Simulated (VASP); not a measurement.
## Lu: single point with PBEsol

The system is Lu.

```
Lu
1.0
     3.34951    0.00000    0.00000
    -1.67476    2.90076    0.00000
     0.00000    0.00000    5.21489
Lu
2
Direct
  0.33333 0.66667 0.25000
  0.66667 0.33333 0.75000
```

```
Program                : VASP 6.6.1
Task                   : single point
Functional             : PBEsol
Potentials or basis    : VASP PAW PBE potentials, release 64 (Lu)
Cutoff                 : 520 eV
k mesh                 : 17 × 17 × 10
Occupations            : fermi-dirac, width 0.1 eV
Spin                   : no spin polarisation
Dipole correction      : no
Further INCAR settings : ALGO = Normal; EDIFF = 1e-07; NBANDS = 32
```

The pressure is 5.0 GPa and the band gap on the k mesh is zero (bands 25 and 26 overlap by 1.94 eV).

Stress tensor (GPa, compression positive):
```
4.97 0.00 0.00
0.00 4.97 0.00
0.00 0.00 5.09
```

Levels at points of the mesh, in eV from the Fermi level:
```tsv
k point	band 21	band 22	band 23	band 24	band 25	band 26	band 27	band 28	band 29	band 30
(0.00, 0.00, 0.00)	-4.61	-4.58	-4.57	-2.65	1.23	2.28	2.28	2.81	3.16	3.16
(0.00, 0.00, 0.50)	-4.57	-4.57	-4.46	-4.46	1.30	1.30	2.16	2.16	2.16	2.16
```

Run time: 2.7 min on 1 thread of Intel(R) Xeon(R) 6975P-C (Granite Rapids) (shared host), peak memory 0.37 GiB.

Caveat: the cell stands under pressure; the PAW data sets were made with another functional, which shifts forces and pressure a little; spin-orbit coupling is left out, which moves the levels of the heavy elements.
